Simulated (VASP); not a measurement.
# HfH2 (I4/mmm) in VASP: further runs

HfH2 is run at these levels: LDA; tasks: electric field gradients.

Program: VASP 6.6.1. These are calculated values, not measurements. Logs are shortened: lines on timing, memory, paths and dates and some standing lists are left out, and cuts for length are marked.

## 1. The cell of the first run

The structure is tetragonal, space group I4/mmm (No. 139). The conventional cell has a = 3.478 Å, b = 3.478 Å, c = 4.448 Å, α = 90.00°, β = 90.00°, γ = 90.00°. Hf (site symmetry 4/mmm) has 8 H at 2.06 Å within 2.7 Å. Within 2.7 Å of H (site symmetry -4m2) lie 4 Hf at 2.06 Å and 6 H at 2.22 to 2.46 Å.

## 2. Electric field gradients, LDA (zz strain of +2 %)

The input, INCAR:

```
  PREC = Accurate
  ENCUT = 520
  EDIFF = 1E-8
  ISMEAR = -1
  SIGMA = 0.03
  LREAL = False
  LASPH = True
  NELM = 60
  ALGO = Normal
  ISIF = 2
  LWAVE = False
  LCHARG = False
  LEFG = True
  NBANDS = 13
```

The input, KPOINTS:

```
regular mesh
0
Gamma
  12 12 12
```

The input, POSCAR:

```
HfH2
1.0
   -1.7390000000      1.7390000000      2.2241100000
    1.7390000000     -1.7390000000      2.2241100000
    1.7390000000      1.7390000000     -2.2241100000
Hf H
1 2
Direct
    0.0000000000      0.0000000000      0.0000000000
    0.7500000000      0.2500000000      0.5000000000
    0.2500000000      0.7500000000      0.5000000000
```

Potentials or basis: VASP PAW LDA potentials, release 64 (Hf_pv, H).

The run is started by

```
$ cat potpaw_LDA.64/Hf_pv/POTCAR potpaw_LDA.64/H/POTCAR > POTCAR
$ mpirun -np 1 vasp_std > vasp.out
```

OUTCAR:

```text
PREC = Accurate
   ENCUT = 520
   EDIFF = 1E-8
   ISMEAR = -1
   LREAL = False
   LASPH = True
   NELM = 60
   ISIF = 2

 ion  position               nearest neighbor table
   1  0.000  0.000  0.000-   2 2.06   3 2.06   2 2.06   3 2.06   2 2.06   3 2.06   2 2.06   3 2.06

   2  0.750  0.250  0.500-   1 2.06   1 2.06   1 2.06   1 2.06
   3  0.250  0.750  0.500-   1 2.06   1 2.06   1 2.06   1 2.06

  LATTYP: Found a body centered tetragonal cell.
 ALAT       =     3.4780000000
 C/A-ratio  =     1.2789591719

  Lattice vectors:

 A1 = (  -1.7390000000,   1.7390000000,   2.2241100000)
 A2 = (   1.7390000000,  -1.7390000000,   2.2241100000)
 A3 = (   1.7390000000,   1.7390000000,  -2.2241100000)

Analysis of symmetry for initial positions (statically):
=====================================================================
 Subroutine PRICEL returns:
 Original cell was already a primitive cell.

 Routine SETGRP: Setting up the symmetry group for a
 body centered tetragonal supercell.

 Subroutine GETGRP returns: Found 16 space group operations
 (whereof 16 operations were pure point group operations)
 out of a pool of 16 trial point group operations.

The static configuration has the point symmetry D_4h.

Analysis of symmetry for dynamics (positions and initial velocities):
=====================================================================
 Subroutine PRICEL returns:
 Original cell was already a primitive cell.

 Routine SETGRP: Setting up the symmetry group for a
 body centered tetragonal supercell.

 Subroutine GETGRP returns: Found 16 space group operations
 (whereof 16 operations were pure point group operations)
 out of a pool of 16 trial point group operations.

The dynamic configuration has the point symmetry D_4h.

 Subroutine INISYM returns: Found 16 space group operations
 (whereof 16 operations are pure point group operations),
 and found     1 'primitive' translations

----------------------------------------------------------------------------------------

                                     Primitive cell

  volume of cell :      26.9039

  direct lattice vectors                    reciprocal lattice vectors
    -1.739000000  1.739000000  2.224110000     0.000000000  0.287521564  0.224809025
     1.739000000 -1.739000000  2.224110000     0.287521564  0.000000000  0.224809025
     1.739000000  1.739000000 -2.224110000     0.287521564  0.287521564  0.000000000

  length of vectors
     3.315856947  3.315856947  3.315856947     0.364976366  0.364976366  0.406616895

  position of ions in fractional coordinates (direct lattice)
     0.000000000  0.000000000  0.000000000
     0.750000000  0.250000000  0.500000000
     0.250000000  0.750000000  0.500000000

  ion indices of the primitive-cell ions
   primitive index   ion index
                 1           1
                 2           2
                 3           3

----------------------------------------------------------------------------------------

 KPOINTS: regular mesh

Automatic generation of k-mesh.
 Grid dimensions read from file:
 generate k-points for:   12   12   12

 Generating k-lattice:

  Cartesian coordinates                     Fractional coordinates (reciprocal lattice)
     0.000000000  0.023960130  0.018734085     0.083333333  0.000000000 -0.000000000
     0.023960130  0.000000000  0.018734085     0.000000000  0.083333333 -0.000000000
     0.023960130  0.023960130  0.000000000     0.000000000  0.000000000  0.083333333

  Length of vectors
     0.030414697  0.030414697  0.033884741

  Shift w.r.t. Gamma in fractional coordinates (k-lattice)
     0.000000000  0.000000000  0.000000000

 Subroutine IBZKPT returns following result:
[... 41 lines left out ...]
   ISTART =      0    job   : 0-new  1-cont  2-samecut
   ICHARG =      2    charge: 1-file 2-atom 10-const
   ISPIN  =      1    spin polarized calculation?
   LNONCOLLINEAR =      F non collinear calculations
   LSORBIT =      F    spin-orbit coupling
   LASPH  =      T    aspherical Exc in radial PAW
   ENCUT  =  520.0 eV  38.22 Ry    6.18 a.u.   6.17  6.17  6.17*2*pi/ulx,y,z
   NELM   =     60;   NELMIN=  2; NELMDL= -5     # of ELM steps
   EDIFF  = 0.1E-07   stopping-criterion for ELM
   LREAL  =      F    real-space projection
   EDIFFG = 0.1E-06   stopping-criterion for IOM
   NSW    =      0    number of steps for IOM
   IBRION =     -1    ionic relax: 0-MD 1-quasi-New 2-CG
   NFREE  =      0    steps in history (QN), initial steepest desc. (CG)
   ISIF   =      2    stress and relaxation
   ISYM   =      2    0-nonsym 1-usesym 2-fastsym
   POTIM  = 0.5000    time-step for ionic-motion
   TEBEG  =    0.0;   TEEND  =   0.0 temperature during run
   PSTRESS=    0.0 pullay stress
   NELECT =      12.0000    total number of electrons
   NUPDOWN=      -1.0000    fix difference up-down
   EMIN   =  10.00;   EMAX   =-10.00  energy-range for DOS
   EFERMI =   0.00;   METHOD = LEGACY
   ISMEAR =    -1;   SIGMA  =   0.03  broadening in eV -4-tet -1-fermi 0-gaus
   EFERMI_NEDOS =   21; number of points for ismear=-14 and -15
   IALGO  =     38    algorithm
   IMIX   =      4    mixing-type and parameters
     AMIX     =   0.40;   BMIX     =  1.00
     AMIX_MAG =   1.60;   BMIX_MAG =  1.00
  volume/ion in A,a.u.               =       8.97        60.52
  Fermi-wavevector in a.u.,A,eV,Ry     =   1.250826  2.363718 21.287196  1.564565
  Thomas-Fermi vector in A             =   2.384802
   LORBIT       =      0    0 simple, 1 ext, 2 COOP (PROOUT), +10 PAW based schemes
   GGA     = CA    functional components
   LHFCALC =     F    Hartree Fock is set to
   AEXX    =    0.0000 exact exchange contribution
   IVDW    =     0    specifies the selected vdW correction
   LEPSILON=     F    determine dielectric tensor
   LRPA    =     F    only Hartree local field effects (RPA)
 non-spin polarized calculation
  energy-cutoff  :      520.00
  volume of cell :       26.90
 maximum number of plane-waves:       756
 NGX is ok and might be reduce to    28
   NGX = 13   NGY = 13   NGZ = 13

 number of electron      11.9999998 magnetization

 Free energy of the ion-electron system (eV)
  ---------------------------------------------------
  ext. energy  EPLUGINS =         0.00000000
  ---------------------------------------------------
  free energy    TOTEN  =       -19.42157206 eV

  energy without entropy =      -19.41942332  energy(sigma->0) =      -19.42049769

 E-fermi :   5.0597     XC(G=0): -11.5152

 val. band max:        5.0465580330   @ k =  -0.0833  -0.1667   0.0833
 cond. band min:       5.0779989037   @ k =  -0.0833   0.1667   0.0833
 fundamental gap:      0.0314408708
 Fermi energy:         5.0596657017

 k-point     1 :       0.0000    0.0000    0.0000
  band No.  band energies     occupation
      1     -25.7816      2.00000
      2     -25.7816      2.00000
      3     -25.7271      2.00000
      4      -5.9701      2.00000
      5       3.8811      2.00000
      6       4.5976      2.00000
      7       4.5976      2.00000
      8       5.2340      0.00596
      9       6.9839      0.00000
     10       8.1255      0.00000
     11      16.3289      0.00000
     12      16.5638      0.00000
     13      17.0272      0.00000
[... 354 lines left out ...]
  band No.  band energies     occupation
      1     -26.1905      2.00000
      2     -25.9056      2.00000
      3     -25.8265      2.00000
      4      -3.0089      2.00000
      5      -0.3674      2.00000
      6       3.8092      2.00000
      7       5.9329      0.00000
      8       7.9231      0.00000
      9       9.0156      0.00000
     10      11.4233      0.00000
     11      12.4603      0.00000
     12      14.4058      0.00000
     13      16.5012      0.00000

 [... further k-points ...]

------------------------ aborting loop because EDIFF is reached ----------------------------------------

  FORCE on cell =-STRESS in cart. coord.  units (eV):
  Direction    XX          YY          ZZ          XY          YZ          ZX
  --------------------------------------------------------------------------------------
  -------------------------------------------------------------------------------------
  Total       -1.7386347     -1.7386347     -1.9844513      0.0000000      0.0000000      0.0000000
  in kB     -103.5388929   -103.5388929   -118.1777198      0.0000000      0.0000000      0.0000000
  external PRESSURE =    -108.4185019 kB  Pullay stress =       0.0000000 kB

 VOLUME and BASIS-vectors are now :
 -----------------------------------------------------------------------------
  energy-cutoff  :      520.00
  volume of cell :       26.90
      direct lattice vectors                 reciprocal lattice vectors
    -1.739000000  1.739000000  2.224110000     0.000000000  0.287521564  0.224809025
     1.739000000 -1.739000000  2.224110000     0.287521564  0.000000000  0.224809025
     1.739000000  1.739000000 -2.224110000     0.287521564  0.287521564  0.000000000

 POSITION                                       TOTAL-FORCE (eV/Angst)
 -----------------------------------------------------------------------------------
      0.00000      0.00000      0.00000        -0.000000     -0.000000     -0.000000
     -0.00000      1.73900      1.11206         0.000000      0.000000      0.000000
      1.73900     -0.00000      1.11206        -0.000000      0.000000      0.000000
 -----------------------------------------------------------------------------------
    total drift:                               -0.000000     -0.000000      0.000000

  FREE ENERGIE OF THE ION-ELECTRON SYSTEM (eV)
  ---------------------------------------------------
  free  energy   TOTEN  =       -19.4215720581 eV

  energy  without entropy=      -19.4194233227  energy(sigma->0) =      -19.42049769

 Electric field gradients (V/A^2)
---------------------------------------------------------------------
 ion       V_xx      V_yy      V_zz      V_xy      V_xz      V_yz
---------------------------------------------------------------------
   1      11.692    11.692   -23.383    -0.000     0.000     0.000
   2      -0.003    -0.003     0.005    -0.000    -0.000    -0.000
   3      -0.003    -0.003     0.005    -0.000    -0.000    -0.000
---------------------------------------------------------------------

 Electric field gradients after diagonalization (V/A^2)
 (convention: |V_zz| > |V_xx| > |V_yy|)
----------------------------------------------------------------------
 ion       V_xx      V_yy      V_zz     asymmetry (V_yy - V_xx)/ V_zz
----------------------------------------------------------------------
   1      11.692    11.692   -23.383       0.000
   2      -0.003    -0.002     0.005       0.178
   3      -0.003    -0.002     0.005       0.178
----------------------------------------------------------------------

           NMR quadrupolar parameters

 Cq : quadrupolar parameter    Cq=e*Q*V_zz/h
 eta: asymmetry parameters     (V_yy - V_xx)/ V_zz
 Q  : nuclear electric quadrupole moment in mb (millibarn)
----------------------------------------------------------------------
 ion       Cq(MHz)       eta       Q (mb)
----------------------------------------------------------------------
   1      -0.057       0.000       1.000
   2       0.000       0.178       1.000
   3       0.000       0.178       1.000
----------------------------------------------------------------------
```

It took 27 s on 1 thread of Intel Xeon Platinum 8559C (Emerald Rapids), shared host; peak memory 0.19 GiB.

What came out:

```yaml
Free_energy: -19.4216 eV
Pressure: -10.8 GPa
Band_gap_on_the_k_mesh: zero (band 6 reaches 5.48 eV, above the bottom of band 7 at 4.60 eV)
```

Levels at points of the mesh, in eV from the Fermi level:
| k point | band 3 | band 4 | band 5 | band 6 | band 7 | band 8 | band 9 | band 10 |
| --- | --- | --- | --- | --- | --- | --- | --- | --- |
| (0.00, 0.00, 0.00) | -30.79 | -11.03 | -1.18 | -0.46 | -0.46 | 0.17 | 1.92 | 3.07 |
| (0.50, 0.00, 0.00) | -30.84 | -8.19 | -5.04 | -0.70 | 0.40 | 3.75 | 4.58 | 4.68 |
| (0.50, 0.50, 0.00) | -30.95 | -6.53 | -5.51 | -3.98 | 3.88 | 4.12 | 5.01 | 6.35 |
| (0.50, 0.50, 0.50) | -31.08 | -7.40 | -4.37 | -3.71 | 4.40 | 4.53 | 4.53 | 5.69 |

Electric field gradients, principal values (V/Å²):
| atom | least | middle | greatest (by size) |
| --- | --- | --- | --- |
| 1 Hf | 11.692 | 11.692 | -23.383 |
| 2 H | -0.002 | -0.003 | 0.005 |
| 3 H | -0.002 | -0.003 | 0.005 |

Caveat: the cell differs from its parent crystal (zz strain of +2 %); without QUAD_EFG the Cq values of the log hold for a quadrupole moment of 1 mb, not for the nuclei; spin-orbit coupling is left out, which moves the levels of the heavy elements.

[end of part 1 of 2]
